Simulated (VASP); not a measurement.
## Al: single point with LDA

Crystal: Al.

```
Al
1.0
     2.84318    0.00000    0.00000
    -1.42159    2.46227    0.00000
     0.00000    0.00000    9.42746
Al
4
Direct
  0.00000 0.00000 0.00000
  0.00000 0.00000 0.50000
  0.33333 0.66667 0.25000
  0.66667 0.33333 0.75000
```

This isn't the form of Al at room conditions, which is fcc.

```json
{
  "Program": "VASP 6.6.1",
  "Task": "single point",
  "Functional": "LDA",
  "Potentials or basis": "VASP PAW LDA potentials, release 64 (Al)",
  "Cutoff": "520 eV",
  "k mesh": "14 × 14 × 4",
  "Occupations": "fermi-dirac, width 0.1 eV",
  "Spin": "no spin polarisation",
  "Dipole correction": "no",
  "Further INCAR settings": "ALGO = Normal; EDIFF = 1e-06; NBANDS = 14"
}
```

```json
{"Pressure": "-2.9 GPa", "Band gap on the k mesh": "zero (bands 6 and 7 overlap by 5.48 eV)"}
```

Stress tensor (GPa, compression positive):
```
-3.12  0.00  0.00
 0.00 -3.12  0.00
 0.00  0.00 -2.57
```

Levels at points of the mesh, in eV from the Fermi level:
```tsv
k point	band 2	band 3	band 4	band 5	band 6	band 7	band 8	band 9	band 10	band 11
(0.00, 0.00, 0.00)	-9.47	-9.46	-4.64	-4.60	3.13	3.14	10.77	10.77	10.97	10.97
(0.50, 0.00, 0.00)	-5.11	-3.88	-3.80	-3.33	-3.23	0.82	1.12	1.29	1.45	5.70
(0.00, 0.00, 0.50)	-10.70	-7.43	-7.43	-1.08	-1.08	7.89	7.89	11.07	11.07	11.07
(0.50, 0.00, 0.50)	-4.82	-4.72	-4.72	-1.87	-1.87	-1.23	-1.23	4.36	4.36	4.63
```

It took 35 s on 1 thread of Intel Xeon 6455B, with other jobs on the host, peak memory 0.18 GiB.
